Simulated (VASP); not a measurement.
# SnTe (Fm-3m) in VASP: further runs, part 2 of 2

VASP 6.6.1. Earlier steps stand in the parts before.

### Step 4. Single point, PBE

INCAR reads:

```
SYSTEM = SnTe
PREC = Accurate
ENCUT = 520
EDIFF = 1E-6
ISMEAR = 0
SIGMA = 0.027000000000000003
LREAL = .False.
LASPH = .True.
NELM = 80
ALGO = Normal
ISIF = 2
LWAVE = .False.
LCHARG = .False.
GGA = PE
NBANDS = 17
```

KPOINTS reads:

```
Automatic mesh
0
Gamma
  7 7 7
  0 0 0
```

POSCAR reads:

```
SnTe
1.0
    0.0000000000      3.1508500000      3.1508500000
    3.1508500000      0.0000000000      3.1508500000
    3.1508500000      3.1508500000      0.0000000000
Te Sn
1 1
Direct
    0.5000000000      0.5000000000      0.5000000000
    0.0000000000      0.0000000000      0.0000000000
```

Started as:

```console
> cat potpaw_PBE.64/Te/POTCAR potpaw_PBE.64/Sn_d/POTCAR > POTCAR
> mpirun -np 1 vasp_std > vasp.out
```

Wall time 18 s (1 thread of Intel Xeon 6975P-C, shared host); peak memory 0.21 GiB.

The run converged. Its results:

- Free energy: -7.5473 eV
- Pressure: 2.2 GPa

Levels at points of the mesh, in eV from the Fermi level:
| k point | band 6 | band 7 | band 8 | band 9 | band 10 | band 11 | band 12 | band 13 | band 14 | band 15 |
| --- | --- | --- | --- | --- | --- | --- | --- | --- | --- | --- |
| (0.00, 0.00, 0.00) | -12.77 | -4.64 | -2.11 | -2.11 | -2.11 | 3.39 | 3.39 | 3.39 | 4.79 | 4.79 |

Caveat: this odd mesh misses L, where the gap lies, so gap, dielectric constants and Born charges aren't listed; spin-orbit coupling is left out, which moves the levels of the heavy elements.

### Step 5. Single point, PBE

INCAR reads:

```
PREC = Accurate
ENCUT = 520
EDIFF = 1E-6
ISMEAR = 0
SIGMA = 0.022
LREAL = F
LASPH = T
NELM = 60
ALGO = Normal
ISIF = 2
LWAVE = F
LCHARG = F
GGA = PE
NBANDS = 17
```

KPOINTS reads:

```
Automatic mesh
0
Gamma
  7 7 7
```

POSCAR is that of step 4.

Started as:

```console
> cat potpaw_PBE.64/Te/POTCAR potpaw_PBE.64/Sn_d/POTCAR > POTCAR
> mpirun -np 1 vasp_std > vasp.out
```

It took 17 s on 1 thread of Intel Xeon 6975P-C, shared host; peak memory 0.21 GiB.

The run converged. Its results:

| Quantity | Value |
| --- | --- |
| Free energy | -7.5473 eV |
| Pressure | 2.2 GPa |

Levels at points of the mesh, in eV from the Fermi level:
| k point | band 6 | band 7 | band 8 | band 9 | band 10 | band 11 | band 12 | band 13 | band 14 | band 15 |
| --- | --- | --- | --- | --- | --- | --- | --- | --- | --- | --- |
| (0.00, 0.00, 0.00) | -12.67 | -4.54 | -2.01 | -2.01 | -2.01 | 3.49 | 3.49 | 3.49 | 4.89 | 4.89 |

Caveat: this odd mesh misses L, where the gap lies, so gap, dielectric constants and Born charges aren't listed; spin-orbit coupling is left out, which moves the levels of the heavy elements.

### Step 6. Single point, BLYP+D3(BJ)

This run uses another cell than the first one, of 31.98 Å³/atom, 1.022 times its volume.

INCAR reads:

```
PREC     = Accurate       # precision mode
ENCUT    = 520            # plane-wave cutoff, eV
EDIFF    = 1E-6           # SCF threshold, eV
ISMEAR   = -1             # smearing method
SIGMA    = 0.05           # smearing width, eV
LREAL    = False          # projectors in reciprocal space
LASPH    = True           # aspherical terms in the spheres
NELM     = 60             # most SCF steps
ALGO     = Normal         # electronic algorithm
ISIF     = 2              # what is computed and relaxed
LWAVE    = False          # write WAVECAR
LCHARG   = False          # write CHGCAR
GGA      = B5             # functional
ALDAX    = 1.0          
AGGAX    = 1.0          
AGGAC    = 1.0          
ALDAC    = 0.0          
IVDW     = 12             # dispersion correction
VDW_S6   = 1.0          
VDW_S8   = 2.6996       
VDW_A1   = 0.4298       
VDW_A2   = 4.2359       
NBANDS   = 17             # bands
```

KPOINTS reads:

```
regular mesh
0
Gamma
  7 7 7
```

POSCAR reads:

```
SnTe
1.0
    0.0000000000      3.1741035035      3.1741035035
    3.1741035035      0.0000000000      3.1741035035
    3.1741035035      3.1741035035      0.0000000000
Te Sn
1 1
Direct
    0.5000000000      0.5000000000      0.5000000000
    0.0000000000      0.0000000000      0.0000000000
```

Potentials or basis: VASP PAW PBE potentials, release 64 (Te, Sn_d).

Started as:

```console
> cat potpaw_PBE.64/Te/POTCAR potpaw_PBE.64/Sn_d/POTCAR > POTCAR
> mpirun -np 1 vasp_std > vasp.out
```

Wall time 30 s (1 thread of Intel Xeon 6975P-C, shared host); peak memory 0.22 GiB.

It converged, with:

```yaml
Free_energy: -8.0662 eV
Pressure: 0.1 GPa
Dispersion_energy_per_atom: -0.925 eV
```

Levels at points of the mesh, in eV from the Fermi level:
| k point | band 7 | band 8 | band 9 | band 10 | band 11 | band 12 | band 13 | band 14 |
| --- | --- | --- | --- | --- | --- | --- | --- | --- |
| (0.00, 0.00, 0.00) | -4.99 | -2.19 | -2.19 | -2.19 | 3.14 | 3.14 | 3.14 | 4.94 |

Caveat: this odd mesh misses L, where the gap lies, so gap, dielectric constants and Born charges aren't listed; the PAW data sets were made with another functional, which shifts forces and pressure a little; spin-orbit coupling is left out, which moves the levels of the heavy elements.

### Step 7. Summary

```tsv
level	spin	cell	smearing	pressure (GPa)
r2SCAN	non-collinear, zero start, SOC	a = 4.456 Å, angles 60.0°, 2 atoms	fermi-dirac 0.05 eV	1.5
PBE	off	a = 4.456 Å, angles 60.0°, 2 atoms	gaussian 0.012 eV	2.2
PBE	off	a = 4.456 Å, angles 60.0°, 2 atoms	gaussian 0.027 eV	2.2
PBE	off	a = 4.456 Å, angles 60.0°, 2 atoms	gaussian 0.022 eV	2.2
BLYP+D3(BJ)	off	a = 4.489 Å, angles 60.0°, 2 atoms	fermi-dirac 0.05 eV	0.1
```

Alike in all rows: task single point; potentials or basis VASP PAW PBE potentials, release 64 (Te, Sn_d); k mesh 7 × 7 × 7; cutoff (eV) 520.

The pressure there spans 1.5 GPa (r2SCAN) to 2.2 GPa (PBE); a positive pressure means that this level wants a larger cell, a negative one a smaller.

Caveats: spin-orbit coupling is left out, which moves the levels of the heavy elements (some runs); the PAW data sets were made with another functional, which shifts forces and pressure a little (some runs).

Total energies depend on the potentials used, so only differences within one code and one set of settings carry meaning.
